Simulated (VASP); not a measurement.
# AgC2 (R3m) in VASP: notebook, part 2 of 2

VASP 6.6.1.

**3. Single point, PBE**

This run uses another cell than the first one, of 15.85 Å³/atom.

INCAR

```
SYSTEM = AgC2
ALGO = Normal
EDIFF = 1E-6
ENCUT = 600
GGA = PE
GGA_COMPAT = .False.
ISIF = 2
ISMEAR = 0
LASPH = .True.
LCHARG = .False.
LREAL = .False.
LWAVE = .False.
NBANDS = 16
NELM = 120
PREC = Accurate
SIGMA = 0.1
```

KPOINTS

```
k-points
0
Gamma
  6 6 6
  0 0 0
```

POSCAR

```
AgC2
1.0
    1.2766654647      0.7370831497      8.4204161026
   -1.2766654647      0.7370831497      8.4204161026
    0.0000000000     -1.4741662994      8.4204161026
Ag C
1 2
Direct
    0.0003895734      0.0003895734      0.0003895734
    0.1675036334      0.1675036334      0.1675036334
    0.5008068332      0.5008068332      0.5008068332
```

Potentials or basis: VASP PAW PBE potentials, release 64 (Ag, C).

Run with:

```bash
cat potpaw_PBE.64/Ag/POTCAR potpaw_PBE.64/C/POTCAR > POTCAR
mpirun -np 1 vasp_std > vasp.out
```

OUTCAR:

```text
SYSTEM = AgC2
   EDIFF = 1E-6
   ENCUT = 600
   GGA = PE
   ISIF = 2
   ISMEAR = 0
   LASPH = .True.
   LREAL = .False.
   NELM = 120
   PREC = Accurate

 ion  position               nearest neighbor table
   1  0.000  0.000  0.000-
   2  0.168  0.168  0.168-   3 1.47   3 1.47   3 1.47
   3  0.501  0.501  0.501-   2 1.47   2 1.47   2 1.47

  LATTYP: Found a trigonal (rhomboedric) cell.
 ALAT       =     8.5484837029
 COS(alpha) =     0.9553926894

  Lattice vectors:

 A1 = (   1.2766654647,   0.7370831497,   8.4204161026)
 A2 = (  -1.2766654647,   0.7370831497,   8.4204161026)
 A3 = (   0.0000000000,  -1.4741662994,   8.4204161026)

Analysis of symmetry for initial positions (statically):
=====================================================================
 Subroutine PRICEL returns:
 Original cell was already a primitive cell.

 Routine SETGRP: Setting up the symmetry group for a
 trigonal (rhombohedral) supercell.

 Subroutine GETGRP returns: Found  6 space group operations
 (whereof  6 operations were pure point group operations)
[... 166 lines left out ...]

 E-fermi :   2.8948     XC(G=0):  -9.1934

 val. band max:        2.8057875702   @ k =  -0.3333   0.3333   0.3333
 cond. band min:       2.9247918031   @ k =  -0.3333   0.3333   0.0000
 fundamental gap:      0.1190042329
 Fermi energy:         2.8948293538

 k-point     1 :       0.0000    0.0000    0.0000
  band No.  band energies     occupation
      1     -15.8048      2.00000
      2      -4.0080      2.00000
      3      -3.2593      2.00000
      4      -0.7703      2.00000
      5      -0.7703      2.00000
      6      -0.1974      2.00000
[... 433 lines left out ...]
      3      -4.7737      2.00000
      4      -2.2072      2.00000
      5      -1.2350      2.00000
      6       0.3108      2.00000
[... 8 lines left out ...]
     15      14.6525      0.00000
     16      15.5579      0.00000

 [... further k-points ...]

------------------------ aborting loop because EDIFF is reached ----------------------------------------

  FORCE on cell =-STRESS in cart. coord.  units (eV):
  Direction    XX          YY          ZZ          XY          YZ          ZX
  --------------------------------------------------------------------------------------
  -------------------------------------------------------------------------------------
  Total       -0.0663710     -0.0663710      0.0027156      0.0000000      0.0000000      0.0000000
  in kB       -2.2367144     -2.2367144      0.0915166      0.0000000      0.0000000      0.0000000
  external PRESSURE =      -1.4606374 kB  Pullay stress =       0.0000000 kB

 VOLUME and BASIS-vectors are now :
 -----------------------------------------------------------------------------
  energy-cutoff  :      600.00
  volume of cell :       47.54
      direct lattice vectors                 reciprocal lattice vectors
     1.276665465  0.737083150  8.420416103     0.391645277  0.226116506  0.039586326
    -1.276665465  0.737083150  8.420416103    -0.391645277  0.226116506  0.039586326
     0.000000000 -1.474166299  8.420416103     0.000000000 -0.452233013  0.039586326

 POSITION                                       TOTAL-FORCE (eV/Angst)
 -----------------------------------------------------------------------------------
      0.00000      0.00000      0.00984         0.000000      0.000000      0.001079
      0.00000      0.00000      4.23135         0.000000      0.000000     -0.013976
      0.00000      0.00000     12.65101         0.000000     -0.000000      0.012896
 -----------------------------------------------------------------------------------
    total drift:                               -0.000000     -0.000000      0.000126

  FREE ENERGIE OF THE ION-ELECTRON SYSTEM (eV)
  ---------------------------------------------------
  free  energy   TOTEN  =       -20.2465095320 eV

  energy  without entropy=      -20.2383305644  energy(sigma->0) =      -20.24242005
```

OSZICAR:

```text
N       E                     dE             d eps       ncg     rms          rms(c)
DAV:   1     0.100093359148E+03    0.10009E+03   -0.96900E+03  1056   0.115E+03
DAV:   2    -0.174354474495E+02   -0.11753E+03   -0.11088E+03  1328   0.251E+02
DAV:   3    -0.214346442832E+02   -0.39992E+01   -0.39718E+01  1264   0.468E+01
DAV:   4    -0.214723701889E+02   -0.37726E-01   -0.37697E-01  1344   0.490E+00
DAV:   5    -0.214729927291E+02   -0.62254E-03   -0.62247E-03  1192   0.624E-01    0.857E+00
DAV:   6    -0.204789997174E+02    0.99399E+00   -0.48924E+00  1336   0.114E+01    0.607E+00
DAV:   7    -0.203053784313E+02    0.17362E+00   -0.27695E-01  1176   0.409E+00    0.318E+00
DAV:   8    -0.202487970637E+02    0.56581E-01   -0.10261E-01  1240   0.200E+00    0.554E-01
DAV:   9    -0.202460980835E+02    0.26990E-02   -0.12712E-02  1240   0.993E-01    0.203E-01
DAV:  10    -0.202462640334E+02   -0.16595E-03   -0.56601E-04  1320   0.201E-01    0.120E-01
DAV:  11    -0.202470354191E+02   -0.77139E-03   -0.58040E-04  1240   0.201E-01    0.118E-01
DAV:  12    -0.202465056966E+02    0.52972E-03   -0.15449E-04  1256   0.103E-01    0.194E-02
DAV:  13    -0.202465231356E+02   -0.17439E-04   -0.19782E-05  1312   0.345E-02    0.191E-02
DAV:  14    -0.202465122789E+02    0.10857E-04   -0.13060E-05  1272   0.316E-02    0.862E-03
DAV:  15    -0.202465095905E+02    0.26884E-05   -0.14659E-06  1248   0.964E-03    0.137E-03
DAV:  16    -0.202465095320E+02    0.58519E-07   -0.13211E-07   848   0.268E-03
   1 F= -.20246510E+02 E0= -.20242420E+02  d E =-.817897E-02
```

stdout:

```text
POSCAR found type information on POSCAR AgC
 POSCAR found :  2 types and       3 ions
 scaLAPACK will be used
 LDA part: xc-table for (Slater+PW92), standard interpolation
 POSCAR, INCAR and KPOINTS ok, starting setup
 FFT: planning ... GRIDC
 FFT: planning ... GRID_SOFT
 FFT: planning ... GRID
 WAVECAR not read
 entering main loop
```

Run time: 3 min. Hardware: 1 thread of Intel Xeon Platinum 8559C (Emerald Rapids), shared host; peak memory 0.7 GiB.

What came out:

```
Free energy            : -20.2465 eV
Pressure               : -0.1 GPa
Largest force          : 0.014 eV/Å
Band gap on the k mesh : zero (an odd number of electrons rules out a gap without spin polarisation)
```

Forces on the atoms (eV/Å):
```
Ag   0.000  0.000  0.001
C    0.000  0.000 -0.014
C    0.000  0.000  0.013
```

Stress tensor (GPa, compression positive):
```
-0.22  0.00  0.00
 0.00 -0.22  0.00
 0.00  0.00  0.01
```

Levels at points of the mesh, in eV from the Fermi level:
```
           k point  band 8  band 9  band 10  band 11  band 12  band 13
(0.00, 0.00, 0.00)   -2.88   -1.58    -1.58     1.56     5.70     7.64
(0.50, 0.00, 0.00)   -2.05   -0.54     1.65     3.37     6.38     7.92
(0.50, 0.50, 0.00)   -2.05   -0.54     1.66     3.38     6.38     8.00
(0.50, 0.50, 0.50)   -2.78   -1.58    -1.58     1.10     7.64     7.64
```

Caveat: the k points lie up to 0.48 Å⁻¹ apart, too coarse for converged energies and pressures of a metal.
